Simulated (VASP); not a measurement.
# Lu (P6_3/mmc) in VASP: single point with PBE

Aim: the single point of Lu with PBE.

Everything below comes from runs of VASP 6.6.1. Logs are shortened: lines on timing, memory, paths and dates and some standing lists are left out, and cuts for length are marked.

## Step 1: The cell of the first run

The structure is hexagonal, space group P6_3/mmc (No. 194). The conventional cell has a = 3.473 Å, b = 3.473 Å, c = 11.132 Å, α = 90.00°, β = 90.00°, γ = 120.00°. Within 4.5 Å of Lu (site symmetry -3m) lie 12 Lu at 3.43 to 3.47 Å. Within 4.5 Å of Lu (site symmetry -6m2) lie 12 Lu at 3.43 to 3.47 Å.

## Step 2: Single point, PBE

INCAR

```
  PREC = Accurate
  ENCUT = 520
  EDIFF = 1E-6
  ISMEAR = -1
  SIGMA = 0.1
  LREAL = False
  LASPH = True
  NELM = 100
  ALGO = Normal
  ISIF = 2
  LWAVE = False
  LCHARG = False
  GGA = PE
  NBANDS = 58
```

KPOINTS

```
regular mesh
0
Gamma
  14 14 4
```

POSCAR

```
Lu
1.0
    3.4731269468      0.0000000000      0.0000000000
   -1.7365634734      3.0078161665      0.0000000000
    0.0000000000      0.0000000000     11.1323786460
Lu
4
Direct
    0.0000000000      0.0000000000      1.0000000000
    0.0000000000      0.0000000000      0.5000000000
    0.3333333333      0.6666666667      0.2500000000
    0.6666666667      0.3333333333      0.7500000000
```

Potentials or basis: VASP PAW PBE potentials, release 64 (Lu).

On the command line:

```
cat potpaw_PBE.64/Lu/POTCAR > POTCAR
mpirun -np 1 vasp_std > vasp.out
```

OUTCAR:

```text
PREC = Accurate
   ENCUT = 520
   EDIFF = 1E-6
   ISMEAR = -1
   LREAL = False
   LASPH = True
   NELM = 100
   ISIF = 2
   GGA = PE

 ion  position               nearest neighbor table
   1  0.000  0.000  0.000-   3 3.43   4 3.43   4 3.43   3 3.43   4 3.43   3 3.43
   2  0.000  0.000  0.500-   3 3.43   4 3.43   4 3.43   3 3.43   4 3.43   3 3.43
   3  0.333  0.667  0.250-   1 3.43   2 3.43   1 3.43   2 3.43   1 3.43   2 3.43
   4  0.667  0.333  0.750-   1 3.43   2 3.43   1 3.43   2 3.43   1 3.43   2 3.43

  LATTYP: Found a hexagonal cell.
 ALAT       =     3.4731269468
 C/A-ratio  =     3.2052898775

  Lattice vectors:

 A1 = (   3.4731269468,   0.0000000000,   0.0000000000)
 A2 = (  -1.7365634734,   3.0078161665,   0.0000000000)
 A3 = (   0.0000000000,   0.0000000000,  11.1323786460)

Analysis of symmetry for initial positions (statically):
=====================================================================
 Subroutine PRICEL returns:
 Original cell was already a primitive cell.

 Routine SETGRP: Setting up the symmetry group for a
 hexagonal supercell.

 Subroutine GETGRP returns: Found 24 space group operations
 (whereof 12 operations were pure point group operations)
 out of a pool of 24 trial point group operations.

The static configuration has the point symmetry D_3d.
 The point group associated with its full space group is D_6h.

Analysis of symmetry for dynamics (positions and initial velocities):
=====================================================================
 Subroutine PRICEL returns:
 Original cell was already a primitive cell.

 Routine SETGRP: Setting up the symmetry group for a
 hexagonal supercell.

 Subroutine GETGRP returns: Found 24 space group operations
 (whereof 12 operations were pure point group operations)
 out of a pool of 24 trial point group operations.

The dynamic configuration has the point symmetry D_3d.
 The point group associated with its full space group is D_6h.

 Subroutine INISYM returns: Found 24 space group operations
 (whereof 12 operations are pure point group operations),
 and found     1 'primitive' translations

----------------------------------------------------------------------------------------

                                     Primitive cell

  volume of cell :     116.2947

  direct lattice vectors                    reciprocal lattice vectors
     3.473126947  0.000000000  0.000000000     0.287924978  0.166233564  0.000000000
    -1.736563473  3.007816167  0.000000000     0.000000000  0.332467127  0.000000000
     0.000000000  0.000000000 11.132378646     0.000000000  0.000000000  0.089828062

  length of vectors
     3.473126947  3.473126947 11.132378646     0.332467127  0.332467127  0.089828062

  position of ions in fractional coordinates (direct lattice)
     0.000000000  0.000000000  0.000000000
     0.000000000  0.000000000  0.500000000
     0.333333333  0.666666667  0.250000000
     0.666666667  0.333333333  0.750000000

  ion indices of the primitive-cell ions
   primitive index   ion index
                 1           1
                 2           2
                 3           3
                 4           4

----------------------------------------------------------------------------------------

 KPOINTS: regular mesh

Automatic generation of k-mesh.
 Grid dimensions read from file:
 generate k-points for:   14   14    4

 Generating k-lattice:

  Cartesian coordinates                     Fractional coordinates (reciprocal lattice)
     0.020566070  0.011873826  0.000000000     0.071428571 -0.000000000  0.000000000
     0.000000000  0.023747652  0.000000000     0.000000000  0.071428571  0.000000000
     0.000000000  0.000000000  0.022457016     0.000000000  0.000000000  0.250000000

  Length of vectors
     0.023747652  0.023747652  0.022457016

  Shift w.r.t. Gamma in fractional coordinates (k-lattice)
     0.000000000  0.000000000  0.000000000

 Subroutine IBZKPT returns following result:
 ===========================================

 Found     72 irreducible k-points:

 Following reciprocal coordinates:
            Coordinates               Weight
  0.000000  0.000000  0.000000      1.000000
  0.071429 -0.000000  0.000000      6.000000
  0.142857 -0.000000  0.000000      6.000000
  0.214286 -0.000000  0.000000      6.000000
  0.285714 -0.000000  0.000000      6.000000
  0.357143 -0.000000  0.000000      6.000000
[... 16 lines left out ...]
  0.285714  0.285714  0.000000      6.000000
  0.357143  0.285714  0.000000      6.000000
 [... further k-points ...]
   k-points           NKPTS =     72   k-points in BZ     NKDIM =     72   number of bands    NBANDS=     58
   number of dos      NEDOS =    301   number of ions     NIONS =      4
   total plane-waves  NPLWV =  65856
   dimension x,y,z NGX =    28 NGY =   28 NGZ =   84
   dimension x,y,z NGXF=    56 NGYF=   56 NGZF=  168
   ions per type =               4
   NGX,Y,Z   is equivalent  to a cutoff of  13.40, 13.40, 12.54 a.u.
   NGXF,Y,Z  is equivalent  to a cutoff of  26.81, 26.81, 25.09 a.u.
 SYSTEM =  unknown system
   PREC   = accura    normal or accurate (medium, high low for compatibility)
   ISTART =      0    job   : 0-new  1-cont  2-samecut
   ICHARG =      2    charge: 1-file 2-atom 10-const
   ISPIN  =      1    spin polarized calculation?
   LNONCOLLINEAR =      F non collinear calculations
   LSORBIT =      F    spin-orbit coupling
   LASPH  =      T    aspherical Exc in radial PAW
   ENCUT  =  520.0 eV  38.22 Ry    6.18 a.u.   6.46  6.46 20.70*2*pi/ulx,y,z
   NELM   =    100;   NELMIN=  2; NELMDL= -5     # of ELM steps
   EDIFF  = 0.1E-05   stopping-criterion for ELM
   LREAL  =      F    real-space projection
   EDIFFG = 0.1E-04   stopping-criterion for IOM
   NSW    =      0    number of steps for IOM
   IBRION =     -1    ionic relax: 0-MD 1-quasi-New 2-CG
   NFREE  =      0    steps in history (QN), initial steepest desc. (CG)
   ISIF   =      2    stress and relaxation
   ISYM   =      2    0-nonsym 1-usesym 2-fastsym
   POTIM  = 0.5000    time-step for ionic-motion
   TEBEG  =    0.0;   TEEND  =   0.0 temperature during run
   PSTRESS=    0.0 pullay stress
   NELECT =     100.0000    total number of electrons
   NUPDOWN=      -1.0000    fix difference up-down
   EMIN   =  10.00;   EMAX   =-10.00  energy-range for DOS
   EFERMI =   0.00;   METHOD = LEGACY
   ISMEAR =    -1;   SIGMA  =   0.10  broadening in eV -4-tet -1-fermi 0-gaus
   EFERMI_NEDOS =   21; number of points for ismear=-14 and -15
   IALGO  =     38    algorithm
   IMIX   =      4    mixing-type and parameters
     AMIX     =   0.40;   BMIX     =  1.00
     AMIX_MAG =   1.60;   BMIX_MAG =  1.00
  volume/ion in A,a.u.               =      29.07       196.20
  Fermi-wavevector in a.u.,A,eV,Ry     =   1.556760  2.941849 32.973721  2.423500
  Thomas-Fermi vector in A             =   2.660509
   LORBIT       =      0    0 simple, 1 ext, 2 COOP (PROOUT), +10 PAW based schemes
   GGA     = PE    functional components
   LHFCALC =     F    Hartree Fock is set to
   AEXX    =    0.0000 exact exchange contribution
   IVDW    =     0    specifies the selected vdW correction
   LEPSILON=     F    determine dielectric tensor
   LRPA    =     F    only Hartree local field effects (RPA)
 non-spin polarized calculation
  energy-cutoff  :      520.00
  volume of cell :      116.29
 maximum number of plane-waves:      3167
 NGX is ok and might be reduce to    28
   NGX = 13   NGY = 13   NGZ = 41

 number of electron     100.0000000 magnetization

 number of electron      99.9999987 magnetization

 Free energy of the ion-electron system (eV)
  ---------------------------------------------------
  ext. energy  EPLUGINS =         0.00000000
  ---------------------------------------------------
  free energy    TOTEN  =       -18.10793395 eV

  energy without entropy =      -17.90200410  energy(sigma->0) =      -18.00496902

 E-fermi :   2.2582     XC(G=0): -10.6717

 val. band max:        2.2542867753   @ k =   0.3571   0.0714   0.2500
 cond. band min:       2.2624509584   @ k =   0.3571   0.2143   0.2500
 fundamental gap:      0.0081641831
 Fermi energy:         2.2581744623

 k-point     1 :       0.0000    0.0000    0.0000
  band No.  band energies     occupation
      1     -53.9483      2.00000
      2     -53.9363      2.00000
      3     -53.9269      2.00000
      4     -53.9147      2.00000
      5     -24.8815      2.00000
      6     -24.6404      2.00000
[... 50 lines left out ...]
     57       4.8086      0.00000
     58       4.8268      0.00000

 k-point     2 :       0.0714   -0.0000    0.0000
  band No.  band energies     occupation
      1     -53.9471      2.00000
      2     -53.9354      2.00000
      3     -53.9260      2.00000
      4     -53.9142      2.00000
      5     -24.8734      2.00000
      6     -24.6431      2.00000
[... 50 lines left out ...]
     57       4.8909      0.00000
     58       4.9355      0.00000

 k-point     3 :       0.1429   -0.0000    0.0000
  band No.  band energies     occupation
      1     -53.9436      2.00000
      2     -53.9329      2.00000
      3     -53.9235      2.00000
      4     -53.9127      2.00000
      5     -24.8499      2.00000
      6     -24.6544      2.00000
[... 1216 lines left out ...]
      3     -53.9072      2.00000
      4     -53.9064      2.00000
      5     -24.7845      2.00000
      6     -24.7733      2.00000
[... 50 lines left out ...]
     57       4.8505      0.00000
     58       5.0634      0.00000

 k-point    24 :       0.3571    0.2857    0.0000
  band No.  band energies     occupation
      1     -53.9163      2.00000
      2     -53.9161      2.00000
      3     -53.9066      2.00000
      4     -53.9065      2.00000
      5     -24.7786      2.00000
      6     -24.7604      2.00000
[... 50 lines left out ...]
     57       5.0688      0.00000
     58       5.1421      0.00000

 [... further k-points ...]
[... 5 lines left out ...]
  --------------------------------------------------------------------------------------
  -------------------------------------------------------------------------------------
  Total        0.0998689      0.0998689      0.1300718      0.0000000      0.0000000     -0.0000000
  in kB        1.3758816      1.3758816      1.7919824      0.0000000      0.0000000     -0.0000000
  external PRESSURE =       1.5145819 kB  Pullay stress =       0.0000000 kB

 VOLUME and BASIS-vectors are now :
 -----------------------------------------------------------------------------
  energy-cutoff  :      520.00
  volume of cell :      116.29
      direct lattice vectors                 reciprocal lattice vectors
     3.473126947  0.000000000  0.000000000     0.287924978  0.166233564  0.000000000
    -1.736563473  3.007816167  0.000000000     0.000000000  0.332467127  0.000000000
     0.000000000  0.000000000 11.132378646     0.000000000  0.000000000  0.089828062

 POSITION                                       TOTAL-FORCE (eV/Angst)
 -----------------------------------------------------------------------------------
      0.00000      0.00000      0.00000        -0.000000      0.000000      0.000000
      0.00000      0.00000      5.56619        -0.000000      0.000000      0.000000
     -0.00000      2.00521      2.78309         0.000000      0.000000     -0.000000
      1.73656      1.00261      8.34928         0.000000     -0.000000     -0.000000
 -----------------------------------------------------------------------------------
    total drift:                                0.000000     -0.000000      0.000000

  FREE ENERGIE OF THE ION-ELECTRON SYSTEM (eV)
  ---------------------------------------------------
  free  energy   TOTEN  =       -18.1079339493 eV

  energy  without entropy=      -17.9020040967  energy(sigma->0) =      -18.00496902
```

Wall time 7.6 min (1 thread of Intel Xeon Platinum 8375C at 2.90GHz (Ice Lake), shared host); peak memory 0.49 GiB.

What came out:

* Free energy: -18.1079 eV
* Pressure: 0.2 GPa
* Band gap on the k mesh: zero (bands 50 and 51 overlap by 1.45 eV)

Levels at points of the mesh, in eV from the Fermi level:
```tsv
k point	band 48	band 49	band 50	band 51	band 52	band 53
(0.00, 0.00, 0.00)	-2.50	0.47	1.02	1.08	2.03	2.03
(0.50, 0.00, 0.00)	-1.60	-0.60	-0.44	-0.36	0.29	1.02
(0.00, 0.00, 0.50)	-3.09	0.50	0.50	1.94	1.94	2.17
(0.50, 0.00, 0.50)	-1.78	-0.57	-0.57	0.04	0.04	1.39
```

Caveat: spin-orbit coupling is left out, which moves the levels of the heavy elements.
